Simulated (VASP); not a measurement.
Wanted: the native input for a VASP 6.6.1 run.

```yaml
Task: single point
Functional: PBEsol
Potentials_or_basis: VASP PAW PBE potentials, release 64 (Re)
Cutoff: 520 eV
k_mesh: 17 × 17 × 17
Occupations: fermi-dirac, width 0.1 eV
Spin: no spin polarisation
Dipole_correction: no
Further_INCAR_settings: ALGO = Normal; EDIFF = 1e-06; NBANDS = 10
```

The structure of Re lies in POSCAR:

```
Re
1.0
   -1.3565391830      1.3565391830      1.3565391830
    1.3565391830     -1.3565391830      1.3565391830
    1.3565391830      1.3565391830     -1.3565391830
Re
1
Direct
    0.0000000000      0.0000000000      0.0000000000
```

This cell differs from its parent crystal: volume scaled by 0.68.

These files were run (other wordings do the same):

INCAR

```
PREC = Accurate
ENCUT = 520
EDIFF = 1E-6
ISMEAR = -1
SIGMA = 0.1
LREAL = F
LASPH = T
NELM = 60
ALGO = Normal
ISIF = 2
LWAVE = F
LCHARG = T
GGA = PS
LELF = T
LVHAR = T
NBANDS = 10
```

KPOINTS

```
regular mesh
0
Gamma
  17 17 17
```

Potentials or basis: VASP PAW PBE potentials, release 64 (Re).

Run with:

```console
$ cat potpaw_PBE.64/Re/POTCAR > POTCAR
$ mpirun -np 1 vasp_std > vasp.out
```

Results of the run:

| Quantity | Value |
| --- | --- |
| Pressure | 347.7 GPa |

Caveat: the PAW data sets were made with another functional, which shifts forces and pressure a little.

Run time: 12 s on 1 thread of AMD EPYC 9R45 96-Core Processor (Zen 5), with other jobs on the host, peak memory 0.1 GiB.
